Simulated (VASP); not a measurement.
# Si (P4/nmm) in VASP: notebook

Si is run at these levels: PBE; tasks: single point, relaxation of cell and atoms.

Program: VASP 6.6.1. These are calculated values, not measurements. Logs are shortened: lines on timing, memory, paths and dates and some standing lists are left out, and cuts for length are marked.

### Step 1. The cell of the first run

The structure is tetragonal, space group P4/nmm (No. 129). The conventional cell has a = 3.278 Å, b = 3.278 Å, c = 4.243 Å, α = 90.00°, β = 90.00°, γ = 90.00°. Si (site symmetry 4mm) has 8 Si at 2.41 to 3.28 Å within 3.3 Å.

The cell was built from a structure type or drawn by symmetry, and may not be a known phase.

### Step 2. Single point, PBE

INCAR reads:

```
PREC     = Accurate       # precision mode
ENCUT    = 520            # plane-wave cutoff, eV
EDIFF    = 1E-6           # SCF threshold, eV
ISMEAR   = 0              # smearing method
SIGMA    = 0.1            # smearing width, eV
LREAL    = False          # projectors in reciprocal space
LASPH    = True           # aspherical terms in the spheres
NELM     = 60             # most SCF steps
ALGO     = Normal         # electronic algorithm
ISIF     = 2              # what is computed and relaxed
LWAVE    = False          # write WAVECAR
LCHARG   = True           # write CHGCAR
GGA      = PE             # functional
LELF     = True           # ELF
LVHAR    = True         
NBANDS   = 11             # bands
```

KPOINTS reads:

```
Automatic mesh
0
Gamma
  6 6 4
```

POSCAR reads:

```
Si
1.0
    3.2784535500      0.0000000000      0.0000000000
    0.0000000000      3.2784535500      0.0000000000
    0.0000000000      0.0000000000      4.2433667000
Si
2
Direct
    0.0000000000      0.5000000000      0.0768718500
    0.5000000000      0.0000000000      0.9231281500
```

Potentials or basis: VASP PAW PBE potentials, release 64 (Si).

On the command line:

```bash
$ cat potpaw_PBE.64/Si/POTCAR > POTCAR
$ mpirun -np 1 vasp_std > vasp.out
```

OUTCAR:

```text
PREC = Accurate
   ENCUT = 520
   EDIFF = 1E-6
   ISMEAR = 0
   LREAL = False
   LASPH = True
   NELM = 60
   ISIF = 2
   GGA = PE

 ion  position               nearest neighbor table
   1  0.000  0.500  0.077-   2 2.41   2 2.41   2 2.41   2 2.41
   2  0.500  0.000  0.923-   1 2.41   1 2.41   1 2.41   1 2.41

  LATTYP: Found a simple tetragonal cell.
 ALAT       =     3.2784535500
 C/A-ratio  =     1.2943196038

  Lattice vectors:

 A1 = (   3.2784535500,   0.0000000000,   0.0000000000)
 A2 = (   0.0000000000,   3.2784535500,   0.0000000000)
 A3 = (   0.0000000000,   0.0000000000,   4.2433667000)

Analysis of symmetry for initial positions (statically):
=====================================================================
 Subroutine PRICEL returns:
 Original cell was already a primitive cell.

 Routine SETGRP: Setting up the symmetry group for a
 simple tetragonal supercell.

 Subroutine GETGRP returns: Found 16 space group operations
 (whereof  8 operations were pure point group operations)
 out of a pool of 16 trial point group operations.

The static configuration has the point symmetry D_2d.
 The point group associated with its full space group is D_4h.

Analysis of symmetry for dynamics (positions and initial velocities):
=====================================================================
 Subroutine PRICEL returns:
 Original cell was already a primitive cell.

 Routine SETGRP: Setting up the symmetry group for a
 simple tetragonal supercell.

 Subroutine GETGRP returns: Found 16 space group operations
 (whereof  8 operations were pure point group operations)
 out of a pool of 16 trial point group operations.

The dynamic configuration has the point symmetry D_2d.
 The point group associated with its full space group is D_4h.

 Subroutine INISYM returns: Found 16 space group operations
 (whereof  8 operations are pure point group operations),
 and found     1 'primitive' translations

----------------------------------------------------------------------------------------

                                     Primitive cell

  volume of cell :      45.6088

  direct lattice vectors                    reciprocal lattice vectors
     3.278453550  0.000000000  0.000000000     0.305021860  0.000000000  0.000000000
     0.000000000  3.278453550  0.000000000     0.000000000  0.305021860  0.000000000
     0.000000000  0.000000000  4.243366700     0.000000000  0.000000000  0.235661933

  length of vectors
     3.278453550  3.278453550  4.243366700     0.305021860  0.305021860  0.235661933

  position of ions in fractional coordinates (direct lattice)
     0.000000000  0.500000000  0.076871850
     0.500000000  0.000000000  0.923128150

  ion indices of the primitive-cell ions
   primitive index   ion index
                 1           1
                 2           2

----------------------------------------------------------------------------------------

 KPOINTS: Automatic mesh

Automatic generation of k-mesh.
 Grid dimensions read from file:
 generate k-points for:    6    6    4

 Generating k-lattice:

  Cartesian coordinates                     Fractional coordinates (reciprocal lattice)
     0.050836977  0.000000000  0.000000000     0.166666667  0.000000000  0.000000000
     0.000000000  0.050836977  0.000000000     0.000000000  0.166666667  0.000000000
     0.000000000  0.000000000  0.058915483     0.000000000  0.000000000  0.250000000

  Length of vectors
     0.050836977  0.050836977  0.058915483

  Shift w.r.t. Gamma in fractional coordinates (k-lattice)
     0.000000000  0.000000000  0.000000000

 Subroutine IBZKPT returns following result:
 ===========================================

 Found     30 irreducible k-points:

 Following reciprocal coordinates:
            Coordinates               Weight
  0.000000  0.000000  0.000000      1.000000
  0.166667  0.000000  0.000000      4.000000
  0.333333  0.000000  0.000000      4.000000
  0.500000  0.000000  0.000000      2.000000
  0.166667  0.166667  0.000000      4.000000
  0.333333  0.166667  0.000000      8.000000
[... 16 lines left out ...]
  0.333333  0.000000  0.500000      4.000000
  0.500000  0.000000  0.500000      2.000000
 [... further k-points ...]
   k-points           NKPTS =     30   k-points in BZ     NKDIM =     30   number of bands    NBANDS=     11
   number of dos      NEDOS =    301   number of ions     NIONS =      2
   total plane-waves  NPLWV =  18432
   dimension x,y,z NGX =    24 NGY =   24 NGZ =   32
   dimension x,y,z NGXF=    48 NGYF=   48 NGZF=   64
   ions per type =               2
   NGX,Y,Z   is equivalent  to a cutoff of  12.17, 12.17, 12.54 a.u.
   NGXF,Y,Z  is equivalent  to a cutoff of  24.34, 24.34, 25.07 a.u.
 SYSTEM =  unknown system
   PREC   = accura    normal or accurate (medium, high low for compatibility)
   ISTART =      0    job   : 0-new  1-cont  2-samecut
   ICHARG =      2    charge: 1-file 2-atom 10-const
   ISPIN  =      1    spin polarized calculation?
   LNONCOLLINEAR =      F non collinear calculations
   LSORBIT =      F    spin-orbit coupling
   LASPH  =      T    aspherical Exc in radial PAW
   ENCUT  =  520.0 eV  38.22 Ry    6.18 a.u.   6.10  6.10  7.89*2*pi/ulx,y,z
   NELM   =     60;   NELMIN=  2; NELMDL= -5     # of ELM steps
   EDIFF  = 0.1E-05   stopping-criterion for ELM
   LREAL  =      F    real-space projection
   EDIFFG = 0.1E-04   stopping-criterion for IOM
   NSW    =      0    number of steps for IOM
   IBRION =     -1    ionic relax: 0-MD 1-quasi-New 2-CG
   NFREE  =      0    steps in history (QN), initial steepest desc. (CG)
   ISIF   =      2    stress and relaxation
   ISYM   =      2    0-nonsym 1-usesym 2-fastsym
   POTIM  = 0.5000    time-step for ionic-motion
   TEBEG  =    0.0;   TEEND  =   0.0 temperature during run
   PSTRESS=    0.0 pullay stress
   NELECT =       8.0000    total number of electrons
   NUPDOWN=      -1.0000    fix difference up-down
   EMIN   =  10.00;   EMAX   =-10.00  energy-range for DOS
   EFERMI =   0.00;   METHOD = LEGACY
   ISMEAR =     0;   SIGMA  =   0.10  broadening in eV -4-tet -1-fermi 0-gaus
   EFERMI_NEDOS =   21; number of points for ismear=-14 and -15
   IALGO  =     38    algorithm
   IMIX   =      4    mixing-type and parameters
     AMIX     =   0.40;   BMIX     =  1.00
     AMIX_MAG =   1.60;   BMIX_MAG =  1.00
  volume/ion in A,a.u.               =      22.80       153.89
  Fermi-wavevector in a.u.,A,eV,Ry     =   0.916407  1.731759 11.426208  0.839803
  Thomas-Fermi vector in A             =   2.041259
   LORBIT       =      0    0 simple, 1 ext, 2 COOP (PROOUT), +10 PAW based schemes
   GGA     = PE    functional components
   LHFCALC =     F    Hartree Fock is set to
   AEXX    =    0.0000 exact exchange contribution
   IVDW    =     0    specifies the selected vdW correction
   LEPSILON=     F    determine dielectric tensor
   LRPA    =     F    only Hartree local field effects (RPA)
 non-spin polarized calculation
 Gauss-broadening in eV      SIGMA  =   0.10
  energy-cutoff  :      520.00
  volume of cell :       45.61
 maximum number of plane-waves:      1244
   NGX = 13   NGY = 13   NGZ = 15

 number of electron       8.0000000 magnetization

 Free energy of the ion-electron system (eV)
  ---------------------------------------------------
  ext. energy  EPLUGINS =         0.00000000
  ---------------------------------------------------
  free energy    TOTEN  =        -9.01130220 eV

  energy without entropy =       -9.00823871  energy(sigma->0) =       -9.00977045

 E-fermi :   4.6328     XC(G=0):  -8.9028

 val. band max:        4.5790450072   @ k =   0.1667   0.0000   0.5000
 cond. band min:       4.6773170886   @ k =   0.3333   0.3333   0.0000
 fundamental gap:      0.0982720814
 Fermi energy:         4.6327514010

 k-point     1 :       0.0000    0.0000    0.0000
  band No.  band energies     occupation
      1      -7.4690      2.00000
      2       1.8139      2.00000
      3       4.0829      2.00000
      4       4.0829      2.00000
      5       5.2545      0.00000
      6       6.8677      0.00000
      7       7.7348      0.00000
      8      13.6217      0.00000
      9      13.6217      0.00000
     10      13.8323      0.00000
     11      15.1994      0.00000

 k-point     2 :       0.1667    0.0000    0.0000
  band No.  band energies     occupation
      1      -7.0979      2.00000
      2       1.3041      2.00000
      3       2.3798      2.00000
      4       4.4145      1.99797
      5       5.5311      0.00000
      6       7.5808      0.00000
      7      10.4651      0.00000
      8      10.9699      0.00000
      9      12.0834      0.00000
     10      14.7332      0.00000
     11      14.8013      0.00000

 k-point     3 :       0.3333    0.0000    0.0000
  band No.  band energies     occupation
      1      -5.9904      2.00000
      2      -1.6665      2.00000
      3       3.2657      2.00000
      4       5.4085      0.00000
      5       5.9492      0.00000
      6       8.6131      0.00000
      7       8.7360      0.00000
      8       9.3397      0.00000
      9      11.7990      0.00000
     10      12.7654      0.00000
     11      15.4650      0.00000

 k-point     4 :       0.5000    0.0000    0.0000
  band No.  band energies     occupation
      1      -4.1658      2.00000
      2      -4.1658      2.00000
      3       4.7982      0.01931
      4       4.7982      0.01931
      5       7.0592      0.00000
      6       7.0592      0.00000
      7       9.1589      0.00000
      8       9.1589      0.00000
      9      10.6933      0.00000
     10      10.6933      0.00000
     11      17.2658      0.00000
[... 239 lines left out ...]
 k-point    22 :       0.1667    0.0000    0.5000
  band No.  band energies     occupation
      1      -6.8026      2.00000
      2      -0.1697      2.00000
      3       1.7957      2.00000
      4       4.5790      1.55246
      5       7.7697      0.00000
      6       7.9587      0.00000
      7      10.7643      0.00000
      8      11.8261      0.00000
      9      11.8419      0.00000
     10      13.5219      0.00000
     11      14.5994      0.00000

 k-point    23 :       0.3333    0.0000    0.5000
  band No.  band energies     occupation
      1      -5.6991      2.00000
      2      -1.4229      2.00000
      3       1.0556      2.00000
      4       5.1460      0.00000
      5       5.5670      0.00000
      6       9.0189      0.00000
      7       9.4526      0.00000
      8      12.5212      0.00000
      9      12.9822      0.00000
     10      14.0768      0.00000
     11      15.1756      0.00000

 k-point    24 :       0.5000    0.0000    0.5000
  band No.  band energies     occupation
      1      -3.8841      2.00000
      2      -3.8841      2.00000
      3       2.7816      2.00000
      4       2.7816      2.00000
      5       7.2057      0.00000
      6       7.2057      0.00000
      7      10.7010      0.00000
      8      10.7010      0.00000
      9      14.2308      0.00000
     10      14.2308      0.00000
     11      15.7819      0.00000

 [... further k-points ...]
[... 5 lines left out ...]
  --------------------------------------------------------------------------------------
  -------------------------------------------------------------------------------------
  Total        1.5006228      1.5006228     -0.9609070      0.0000000     -0.0000000      0.0000000
  in kB       52.7149125     52.7149125    -33.7554037      0.0000000     -0.0000000      0.0000000
  external PRESSURE =      23.8914738 kB  Pullay stress =       0.0000000 kB

 VOLUME and BASIS-vectors are now :
 -----------------------------------------------------------------------------
  energy-cutoff  :      520.00
  volume of cell :       45.61
      direct lattice vectors                 reciprocal lattice vectors
     3.278453550  0.000000000  0.000000000     0.305021860  0.000000000  0.000000000
     0.000000000  3.278453550  0.000000000     0.000000000  0.305021860  0.000000000
     0.000000000  0.000000000  4.243366700     0.000000000  0.000000000  0.235661933

 POSITION                                       TOTAL-FORCE (eV/Angst)
 -----------------------------------------------------------------------------------
      0.00000      1.63923      0.32620        -0.000000      0.000000     -0.084294
      1.63923      0.00000      3.91717         0.000000      0.000000      0.084294
 -----------------------------------------------------------------------------------
    total drift:                               -0.000000     -0.000000      0.000000

  FREE ENERGIE OF THE ION-ELECTRON SYSTEM (eV)
  ---------------------------------------------------
  free  energy   TOTEN  =        -9.0113022013 eV

  energy  without entropy=       -9.0082387055  energy(sigma->0) =       -9.00977045
```

Run time: 5.1 s. Hardware: 1 thread of Intel Xeon Platinum 8559C (Emerald Rapids), shared host; peak memory 0.14 GiB.

Results:

* Free energy: -9.0113 eV
* Pressure: 2.4 GPa
* Largest force: 0.084 eV/Å
* Band gap on the k mesh: zero (bands 4 and 5 overlap by 1.47 eV)

Forces on the atoms (eV/Å):
```
Si   0.000  0.000 -0.084
Si   0.000  0.000  0.084
```

Caveat: the k points lie up to 0.37 Å⁻¹ apart, too coarse for converged energies and pressures of a metal.

### Step 3. Relaxation of cell and atoms, PBE

INCAR reads:

```
  PREC = Accurate
  ENCUT = 600
  EDIFF = 1E-6
  ISMEAR = 0
  SIGMA = 0.1
  LREAL = F
  LASPH = T
  NELM = 80
  ALGO = Normal
  ISIF = 3
  LWAVE = F
  LCHARG = F
  GGA = PE
  IBRION = 2
  NSW = 90
  EDIFFG = -0.04
```

KPOINTS is that of step 2.

POSCAR is that of step 2.

Potentials or basis: VASP PAW PBE potentials, release 64 (Si).

On the command line:

```bash
$ cat potpaw_PBE.64/Si/POTCAR > POTCAR
$ mpirun -np 1 vasp_std > vasp.out
```

Wall time 1.7 min (1 thread of Intel Xeon Platinum 8559C (Emerald Rapids), shared host); peak memory 0.17 GiB.

The run converged. Its results:

- Free energy: -10.1444 eV
- Relaxed volume: 16.84 Å³/atom
- Relaxed cell: a = 3.760 Å, b = 3.760 Å, c = 2.383 Å, α = 90.00°, β = 90.00°, γ = 90.00°
- Space group after relaxing (to 0.1 Å): P4/mmm (No. 123)
- Pressure after relaxing: -0.1 GPa
- Largest force after relaxing: 0.014 eV/Å
- Band gap on the k mesh: zero (bands 4 and 5 overlap by 2.87 eV)

Forces in eV/Å, atoms in the order of the input:
```
Si   0.000  0.000  0.014
Si   0.000  0.000 -0.014
```

Stress tensor (GPa, compression positive):
```
-0.15  0.00  0.00
 0.00 -0.15  0.00
 0.00  0.00  0.00
```

Final structure:
```yaml
crystal:
  lattice:
    - [3.75974, 0.00000, 0.00000]
    - [0.00000, 3.75974, 0.00000]
    - [0.00000, 0.00000, 2.38262]
  atoms:
    - { symbol: Si, position: [0.00000, 0.50000, 0.99727] }
    - { symbol: Si, position: [0.50000, 0.00000, 0.00273] }
```

Levels at points of the mesh, in eV from the Fermi level:
```csv
k point,band 2,band 3,band 4,band 5,band 6,band 7
"(0.00, 0.00, 0.00)",-5.22,-3.39,-3.39,1.31,5.76,6.53
"(0.50, 0.00, 0.00)",-10.66,-1.00,-1.00,0.09,0.09,9.95
"(0.50, 0.50, 0.00)",-9.29,-6.47,-6.47,8.47,8.47,9.40
"(0.00, 0.00, 0.50)",-6.36,-0.82,1.06,1.06,2.97,4.67
"(0.50, 0.00, 0.50)",-4.81,-4.27,-4.27,3.34,3.34,6.45
"(0.50, 0.50, 0.50)",-3.48,-2.90,-2.90,-1.81,-1.81,1.66
```

Caveat: the k points lie up to 0.66 Å⁻¹ apart in the final cell, too coarse for converged energies and pressures of a metal; the volume moved by over 15 % at a fixed basis, so the end points are rough.
